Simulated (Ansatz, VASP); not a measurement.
## One calculation of SnSe, two programs

The input INCAR:

```
SYSTEM = SnSe
PREC = Accurate
ENCUT = 520
EDIFF = 1E-6
ISMEAR = 0
SIGMA = 0.05
LREAL = .FALSE.
LASPH = .TRUE.
NELM = 60
ALGO = Normal
ISIF = 2
LWAVE = .FALSE.
LCHARG = .FALSE.
GGA = PE
NBANDS = 17
```

Contents of KPOINTS:

```
regular mesh
0
G
  10 10 10
  0 0 0
```

File POSCAR:

```
SnSe
1.0
    0.0000000000      3.2076667000      3.2076667000
    3.2076667000      0.0000000000      3.2076667000
    3.0872667000      3.0872667000      0.1204000000
Sn Se
1 1
Direct
    0.0000000000      0.0000000000      0.0000000000
    0.5000000000      0.5000000000      0.5000000000
```

Input for Ansatz:

```yaml
crystal:
  lattice:
    - [0.0, 3.2076667, 3.2076667]
    - [3.2076667, 0.0, 3.2076667]
    - [3.0872667, 3.0872667, 0.1204]
  atoms:
    - { symbol: Sn, position: [0.0, 0.0, 0.0] }
    - { symbol: Se, position: [0.5, 0.5, 0.5] }
basis:
  ecutwfc: 420
kpoints:
  mp_grid: { grid: [10, 10, 10] }
hamiltonian:
  xc: pbe
scf:
  occupations: { method: gaussian, width: 0.05 }
output:
  forces: true
  stress: true
  eigenvalues: true
```

Alike in both runs: task single point; functional PBE; k mesh 10 × 10 × 10; occupations gaussian, width 0.05 eV; no spin polarisation.

|  | VASP | Ansatz |
| --- | --- | --- |
| version | VASP 6.6.1 | Ansatz 0.2.0 |
| potentials or method | VASP PAW PBE potentials, release 64 (Sn_d, Se), cutoff 520 eV | scalar-relativistic, plane waves, PAW |
| valence electrons in the cell | 20 | 30 |

|  | VASP | Ansatz | Ansatz less VASP |
| --- | --- | --- | --- |
| gap on the k mesh at the Fermi level (eV) | none | none | - |
| pressure (GPa) | -4.3 | -4.3 | +0.02 |
| traceless stress, the component that is largest in VASP (GPa) | 0.66 | 0.66 | +0.001 |

A gap of «none» marks a metal or a gap that the smearing closes. VASP's potentials hold 20 valence electrons a cell and Ansatz's 30, so a difference there can come from the potentials and not from the codes.
